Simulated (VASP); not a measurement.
# Ge in VASP: further runs

Aim: see how the results for Ge move with the level of theory and the settings. Levels: PBE, PBE0, PBEsol. Tasks: single point.

Everything below comes from runs of VASP 6.6.1. Logs are shortened: lines on timing, memory, paths and dates and some standing lists are left out, and cuts for length are marked.

## Step 1: The cell of the first run

It takes space group Fd-3m (No. 227, cubic). Conventional cell: a = 5.658 Å, b = 5.658 Å, c = 5.658 Å, α = 90.00°, β = 90.00°, γ = 90.00°. Within 3.2 Å of Ge (site symmetry -43m) lie 4 Ge at 2.45 Å.

## Step 2: Single point, PBE

INCAR

```
ALGO     = Normal         # electronic algorithm
EDIFF    = 1E-7           # SCF threshold, eV
ENCUT    = 520            # plane-wave cutoff, eV
GGA      = PE             # functional
ISIF     = 2              # what is computed and relaxed
ISMEAR   = -1             # smearing method
LASPH    = True           # aspherical terms in the spheres
LCHARG   = False          # write CHGCAR
LREAL    = False          # projectors in reciprocal space
LWAVE    = False          # write WAVECAR
NBANDS   = 21             # bands
NELM     = 100            # most SCF steps
PREC     = Accurate       # precision mode
SIGMA    = 0.03           # smearing width, eV
```

KPOINTS

```
k-points
0
Gamma
  5 5 5
```

POSCAR

```
Ge
1.0
    0.0000000000      2.8289100000      2.8289100000
    2.8289100000      0.0000000000      2.8289100000
    2.8289100000      2.8289100000      0.0000000000
Ge
2
Direct
    0.7500000000      0.7500000000      0.7500000000
    0.5000000000      0.5000000000      0.5000000000
```

Potentials or basis: VASP PAW PBE potentials, release 64 (Ge_d).

On the command line:

```sh
> cat potpaw_PBE.64/Ge_d/POTCAR > POTCAR
> mpirun -np 1 vasp_std > vasp.out
```

OUTCAR:

```text
EDIFF = 1E-7
   ENCUT = 520
   GGA = PE
   ISIF = 2
   ISMEAR = -1
   LASPH = True
   LREAL = False
   NELM = 100
   PREC = Accurate

 ion  position               nearest neighbor table
   1  0.750  0.750  0.750-   2 2.45   2 2.45   2 2.45   2 2.45
   2  0.500  0.500  0.500-   1 2.45   1 2.45   1 2.45   1 2.45

  LATTYP: Found a face centered cubic cell.
 ALAT       =     5.6578200000

  Lattice vectors:

 A1 = (   0.0000000000,   2.8289100000,   2.8289100000)
 A2 = (   2.8289100000,   0.0000000000,   2.8289100000)
 A3 = (   2.8289100000,   2.8289100000,   0.0000000000)

Analysis of symmetry for initial positions (statically):
=====================================================================
 Subroutine PRICEL returns:
 Original cell was already a primitive cell.

 Routine SETGRP: Setting up the symmetry group for a
 face centered cubic supercell.

 Subroutine GETGRP returns: Found 48 space group operations
 (whereof 24 operations were pure point group operations)
 out of a pool of 48 trial point group operations.

The static configuration has the point symmetry T_d .
 The point group associated with its full space group is O_h .

Analysis of symmetry for dynamics (positions and initial velocities):
=====================================================================
 Subroutine PRICEL returns:
 Original cell was already a primitive cell.

 Routine SETGRP: Setting up the symmetry group for a
 face centered cubic supercell.

 Subroutine GETGRP returns: Found 48 space group operations
 (whereof 24 operations were pure point group operations)
 out of a pool of 48 trial point group operations.

The dynamic configuration has the point symmetry T_d .
 The point group associated with its full space group is O_h .

 Subroutine INISYM returns: Found 48 space group operations
 (whereof 24 operations are pure point group operations),
 and found     1 'primitive' translations

----------------------------------------------------------------------------------------

                                     Primitive cell

  volume of cell :      45.2780

  direct lattice vectors                    reciprocal lattice vectors
     0.000000000  2.828910000  2.828910000    -0.176746521  0.176746521  0.176746521
     2.828910000  0.000000000  2.828910000     0.176746521 -0.176746521  0.176746521
     2.828910000  2.828910000  0.000000000     0.176746521  0.176746521 -0.176746521

  length of vectors
     4.000682889  4.000682889  4.000682889     0.306133954  0.306133954  0.306133954

  position of ions in fractional coordinates (direct lattice)
     0.750000000  0.750000000  0.750000000
     0.500000000  0.500000000  0.500000000

  ion indices of the primitive-cell ions
   primitive index   ion index
                 1           1
                 2           2

----------------------------------------------------------------------------------------

 KPOINTS: k-points

Automatic generation of k-mesh.
 Grid dimensions read from file:
 generate k-points for:    5    5    5

 Generating k-lattice:

  Cartesian coordinates                     Fractional coordinates (reciprocal lattice)
    -0.035349304  0.035349304  0.035349304     0.200000000  0.000000000  0.000000000
     0.035349304 -0.035349304  0.035349304     0.000000000  0.200000000  0.000000000
     0.035349304  0.035349304 -0.035349304     0.000000000  0.000000000  0.200000000

  Length of vectors
     0.061226791  0.061226791  0.061226791

  Shift w.r.t. Gamma in fractional coordinates (k-lattice)
     0.000000000  0.000000000  0.000000000

 Subroutine IBZKPT returns following result:
 ===========================================

 Found     10 irreducible k-points:

 Following reciprocal coordinates:
            Coordinates               Weight
  0.000000  0.000000  0.000000      1.000000
  0.200000  0.000000  0.000000      8.000000
  0.400000  0.000000  0.000000      8.000000
  0.200000  0.200000  0.000000      6.000000
  0.400000  0.200000  0.000000     24.000000
 -0.400000  0.200000  0.000000     24.000000
 -0.200000  0.200000  0.000000     12.000000
  0.400000  0.400000  0.000000      6.000000
 -0.400000  0.400000  0.000000     12.000000
 -0.400000  0.400000  0.200000     24.000000
   k-points           NKPTS =     10   k-points in BZ     NKDIM =     10   number of bands    NBANDS=     21
   number of dos      NEDOS =    301   number of ions     NIONS =      2
   total plane-waves  NPLWV =  27000
   dimension x,y,z NGX =    30 NGY =   30 NGZ =   30
   dimension x,y,z NGXF=    60 NGYF=   60 NGZF=   60
   ions per type =               2
   NGX,Y,Z   is equivalent  to a cutoff of  12.47, 12.47, 12.47 a.u.
   NGXF,Y,Z  is equivalent  to a cutoff of  24.93, 24.93, 24.93 a.u.
 SYSTEM =  unknown system
   PREC   = accura    normal or accurate (medium, high low for compatibility)
   ISTART =      0    job   : 0-new  1-cont  2-samecut
   ICHARG =      2    charge: 1-file 2-atom 10-const
   ISPIN  =      1    spin polarized calculation?
   LNONCOLLINEAR =      F non collinear calculations
   LSORBIT =      F    spin-orbit coupling
   LASPH  =      T    aspherical Exc in radial PAW
   ENCUT  =  520.0 eV  38.22 Ry    6.18 a.u.   7.44  7.44  7.44*2*pi/ulx,y,z
   NELM   =    100;   NELMIN=  2; NELMDL= -5     # of ELM steps
   EDIFF  = 0.1E-06   stopping-criterion for ELM
   LREAL  =      F    real-space projection
   EDIFFG = 0.1E-05   stopping-criterion for IOM
   NSW    =      0    number of steps for IOM
   IBRION =     -1    ionic relax: 0-MD 1-quasi-New 2-CG
   NFREE  =      0    steps in history (QN), initial steepest desc. (CG)
   ISIF   =      2    stress and relaxation
   ISYM   =      2    0-nonsym 1-usesym 2-fastsym
   POTIM  = 0.5000    time-step for ionic-motion
   TEBEG  =    0.0;   TEEND  =   0.0 temperature during run
   PSTRESS=    0.0 pullay stress
   NELECT =      28.0000    total number of electrons
   NUPDOWN=      -1.0000    fix difference up-down
   EMIN   =  10.00;   EMAX   =-10.00  energy-range for DOS
   EFERMI =   0.00;   METHOD = LEGACY
   ISMEAR =    -1;   SIGMA  =   0.03  broadening in eV -4-tet -1-fermi 0-gaus
   EFERMI_NEDOS =   21; number of points for ismear=-14 and -15
   IALGO  =     38    algorithm
   IMIX   =      4    mixing-type and parameters
     AMIX     =   0.40;   BMIX     =  1.00
     AMIX_MAG =   1.60;   BMIX_MAG =  1.00
  volume/ion in A,a.u.               =      22.64       152.78
  Fermi-wavevector in a.u.,A,eV,Ry     =   1.394756  2.635708 26.468033  1.945346
  Thomas-Fermi vector in A             =   2.518275
   LORBIT       =      0    0 simple, 1 ext, 2 COOP (PROOUT), +10 PAW based schemes
   GGA     = PE    functional components
   LHFCALC =     F    Hartree Fock is set to
   AEXX    =    0.0000 exact exchange contribution
   IVDW    =     0    specifies the selected vdW correction
   LEPSILON=     F    determine dielectric tensor
   LRPA    =     F    only Hartree local field effects (RPA)
 non-spin polarized calculation
  energy-cutoff  :      520.00
  volume of cell :       45.28
 maximum number of plane-waves:      1243
 NGX is ok and might be reduce to    30
   NGX = 15   NGY = 15   NGZ = 15

 number of electron      28.0000022 magnetization

 Free energy of the ion-electron system (eV)
  ---------------------------------------------------
  ext. energy  EPLUGINS =         0.00000000
  ---------------------------------------------------
  free energy    TOTEN  =        -8.90781281 eV

  energy without entropy =       -8.90676851  energy(sigma->0) =       -8.90729066

 E-fermi :   5.0569     XC(G=0):  -9.9087

 val. band max:        5.0499571340   @ k =   0.0000   0.0000   0.0000
 cond. band min:       5.2787374907   @ k =   0.4000   0.0000   0.0000
 fundamental gap:      0.2287803567
 Fermi energy:         5.0569106061

 k-point     1 :       0.0000    0.0000    0.0000
  band No.  band energies     occupation
      1     -19.7954      2.00000
      2     -19.7954      2.00000
      3     -19.7954      2.00000
      4     -19.7596      2.00000
      5     -19.7596      2.00000
      6     -19.5488      2.00000
[... 13 lines left out ...]
     20      14.4841      0.00000
     21      14.4841      0.00000

 k-point     2 :       0.2000    0.0000    0.0000
  band No.  band energies     occupation
      1     -19.8101      2.00000
      2     -19.8101      2.00000
      3     -19.7894      2.00000
      4     -19.7374      2.00000
      5     -19.7374      2.00000
      6     -19.5696      2.00000
[... 13 lines left out ...]
     20      13.2711      0.00000
     21      13.2711      0.00000

 k-point     3 :       0.4000    0.0000    0.0000
  band No.  band energies     occupation
      1     -19.8191      2.00000
      2     -19.8191      2.00000
      3     -19.7795      2.00000
      4     -19.7194      2.00000
      5     -19.7194      2.00000
      6     -19.5823      2.00000
[... 13 lines left out ...]
     20      14.8852      0.00000
     21      14.8852      0.00000

 k-point     4 :       0.2000    0.2000    0.0000
  band No.  band energies     occupation
      1     -19.8083      2.00000
      2     -19.8083      2.00000
      3     -19.8044      2.00000
      4     -19.7372      2.00000
      5     -19.7098      2.00000
      6     -19.6137      2.00000
[... 13 lines left out ...]
     20      14.0988      0.00000
     21      15.1645      0.00000

 k-point     5 :       0.4000    0.2000    0.0000
  band No.  band energies     occupation
      1     -19.8320      2.00000
      2     -19.8199      2.00000
      3     -19.7755      2.00000
      4     -19.7111      2.00000
      5     -19.6830      2.00000
      6     -19.6396      2.00000
[... 13 lines left out ...]
     20      15.2165      0.00000
     21      16.2052      0.00000

 k-point     6 :      -0.4000    0.2000    0.0000
  band No.  band energies     occupation
      1     -19.8401      2.00000
      2     -19.8274      2.00000
      3     -19.7508      2.00000
      4     -19.6992      2.00000
      5     -19.6906      2.00000
      6     -19.6159      2.00000
[... 13 lines left out ...]
     20      14.3854      0.00000
     21      15.8459      0.00000

 k-point     7 :      -0.2000    0.2000    0.0000
  band No.  band energies     occupation
      1     -19.8250      2.00000
      2     -19.8245      2.00000
      3     -19.7683      2.00000
      4     -19.7271      2.00000
      5     -19.7037      2.00000
      6     -19.6031      2.00000
[... 13 lines left out ...]
     20      14.8860      0.00000
     21      15.4290      0.00000

 k-point     8 :       0.4000    0.4000    0.0000
  band No.  band energies     occupation
      1     -19.8264      2.00000
      2     -19.8264      2.00000
      3     -19.7757      2.00000
      4     -19.7036      2.00000
      5     -19.6796      2.00000
      6     -19.6274      2.00000
[... 13 lines left out ...]
     20      17.2152      0.00000
     21      17.5561      0.00000

 k-point     9 :      -0.4000    0.4000    0.0000
  band No.  band energies     occupation
      1     -19.8436      2.00000
      2     -19.8301      2.00000
      3     -19.7422      2.00000
      4     -19.7007      2.00000
      5     -19.6524      2.00000
      6     -19.6403      2.00000
[... 13 lines left out ...]
     20      15.4312      0.00000
     21      18.2571      0.00000

 k-point    10 :      -0.4000    0.4000    0.2000
  band No.  band energies     occupation
      1     -19.8420      2.00000
      2     -19.8368      2.00000
      3     -19.7350      2.00000
      4     -19.6828      2.00000
      5     -19.6714      2.00000
      6     -19.6487      2.00000
[... 13 lines left out ...]
     20      15.4791      0.00000
     21      18.2351      0.00000

------------------------ aborting loop because EDIFF is reached ----------------------------------------

  FORCE on cell =-STRESS in cart. coord.  units (eV):
  Direction    XX          YY          ZZ          XY          YZ          ZX
  --------------------------------------------------------------------------------------
  -------------------------------------------------------------------------------------
  Total        1.0452581      1.0452581      1.0452581     -0.0000000      0.0000000     -0.0000000
  in kB       36.9867989     36.9867989     36.9867989     -0.0000000      0.0000000     -0.0000000
  external PRESSURE =      36.9867989 kB  Pullay stress =       0.0000000 kB

 VOLUME and BASIS-vectors are now :
 -----------------------------------------------------------------------------
  energy-cutoff  :      520.00
  volume of cell :       45.28
      direct lattice vectors                 reciprocal lattice vectors
     0.000000000  2.828910000  2.828910000    -0.176746521  0.176746521  0.176746521
     2.828910000  0.000000000  2.828910000     0.176746521 -0.176746521  0.176746521
     2.828910000  2.828910000  0.000000000     0.176746521  0.176746521 -0.176746521

 POSITION                                       TOTAL-FORCE (eV/Angst)
 -----------------------------------------------------------------------------------
      4.24336      4.24336      4.24336         0.000000      0.000000      0.000000
      2.82891      2.82891      2.82891        -0.000000     -0.000000     -0.000000
 -----------------------------------------------------------------------------------
    total drift:                                0.000000     -0.000000      0.000000

  FREE ENERGIE OF THE ION-ELECTRON SYSTEM (eV)
  ---------------------------------------------------
  free  energy   TOTEN  =        -8.9078128065 eV

  energy  without entropy=       -8.9067685061  energy(sigma->0) =       -8.90729066
```

It took 18 s on 1 thread of Intel Xeon 8259CL, shared host; peak memory 0.16 GiB.

Results:

* Free energy: -8.9078 eV
* Pressure: 3.7 GPa

Levels at points of the mesh, in eV from the Fermi level:
```csv
k point,band 10,band 11,band 12,band 13,band 14,band 15,band 16,band 17,band 18,band 19
"(0.00, 0.00, 0.00)",-24.59,-12.82,-0.04,-0.04,-0.04,-0.01,2.50,2.50,2.50,6.39
```

Caveat: the k points lie up to 0.38 Å⁻¹ apart.

(Part 1 of 2 ends here.)
